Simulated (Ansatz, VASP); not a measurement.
## One calculation of Be, two programs

```
Be
1.0
     2.24244    0.00000    0.00000
    -1.12122    1.94201    0.00000
     0.00000    0.00000    3.63275
Be
2
Direct
  0.19333 0.59667 0.14500
  0.80667 0.40333 0.85500
```

Change from the starting cell: shortest bond scaled by 0.58, LAPW.

Alike in both runs: task single point; functional PBEsol; k mesh 15 × 15 × 8; occupations fermi-dirac, width 0.05 eV; no spin polarisation.

|  | VASP | Ansatz |
| --- | --- | --- |
| version | VASP 6.6.1 | Ansatz 0.2.0 |
| potentials or method | VASP PAW PBE potentials, release 64 (Be), cutoff 520 eV | all-electron LAPW, scalar-relativistic |

VASP gave:

| Quantity | Value |
| --- | --- |
| pressure (GPa) | 67.1 |
| traceless stress, the component that is largest in VASP (GPa) | 87.98 |
| rms of the force components (eV/Å) | 10.604 |

Question: Estimate Ansatz's values.

Answer: Pressure (GPa): 65.1; traceless stress, the component that is largest in VASP (GPa): 86.40; rms of the force components (eV/Å): 10.404.

VASP's potentials were made for PBE, not for PBEsol. Atom by atom the forces differ by 0.200 eV/Å (rms over components). Both programs put the cell under a high pressure, so it lies far from rest at this level. Ansatz ran all-electron here, and VASP with PAW potentials.

Noted on VASP's run: the cell as given lies far from equilibrium.
